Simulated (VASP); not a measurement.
# Si (a cell with a defect): single point with PBE

The system is Si (a cell with a defect).

```xyz
15
Lattice="0.0000 5.4701 -5.4701 5.4701 5.4701 0.0000 5.4701 0.0000 -5.4701" Properties=species:S:1:pos:R:3 pbc="T T T"
Si    1.4619    1.4619   -1.4619
Si    4.0081    4.0081   -1.4619
Si    1.4619    4.0081   -4.0081
Si    4.1043    6.8358   -4.1043
Si    4.0081    1.4619   -4.0081
Si    6.8358    4.1043   -4.1043
Si    4.1043    4.1043   -6.8358
Si    6.8358    6.8358   -6.8358
Si    5.4701    5.4701   -2.6932
Si    5.4701    8.2470   -5.4701
Si    2.6932    5.4701   -5.4701
Si    8.2470    5.4701   -5.4701
Si    5.4701    2.6932   -5.4701
Si    8.2051    8.2051   -8.2051
Si    5.4701    5.4701   -8.2470
```

* Program: VASP 6.6.1
* Task: single point
* Functional: PBE
* Potentials or basis: VASP PAW PBE potentials, release 64 (Si)
* Cutoff: 520 eV
* k mesh: 2 × 2 × 2
* Occupations: gaussian, width 0.02 eV
* Spin: no spin polarisation

| Quantity | Value |
| --- | --- |
| Largest force | 0.006 eV/Å |

Forces in eV/Å, atoms in the order of the input:
```
Si  -0.003 -0.003  0.003
Si   0.003  0.003  0.003
Si  -0.003  0.003 -0.003
Si   0.003 -0.003 -0.003
Si   0.003 -0.003 -0.003
Si  -0.003  0.003 -0.003
Si   0.003  0.003  0.003
Si  -0.003 -0.003  0.003
Si   0.000  0.000 -0.003
Si   0.000 -0.003  0.000
Si   0.003  0.000  0.000
Si  -0.003  0.000  0.000
Si   0.000  0.003  0.000
Si   0.000  0.000  0.000
Si   0.000  0.000  0.003
```

Levels at points of the mesh, in eV from the Fermi level:
```
           k point  band 27  band 28  band 29  band 30  band 31  band 32  band 33  band 34  band 35  band 36
(0.00, 0.00, 0.00)    -1.16    -1.16    -1.16    -0.05    -0.05     0.01     0.01     0.01     0.18     0.68
(0.50, 0.00, 0.00)    -2.15    -2.01    -1.43    -1.43     0.11     0.11     0.68     0.68     0.78     1.01
(0.50, 0.50, 0.00)    -2.43    -2.31    -2.01    -1.84    -0.29    -0.29     0.52     0.52     1.70     1.70
```

Wall time 73 s on 1 thread of Intel(R) Xeon(R) Platinum 8259CL CPU @ 2.50GHz (Skylake/Cascade Lake), on a shared host, peak memory 0.43 GiB.

Caveat: the k points lie up to 0.50 Å⁻¹ apart; the cell carries a net charge on a neutralising background, which shifts energy and pressure; the cell is charged against a uniform background, so pressure and absolute levels hang on convention.
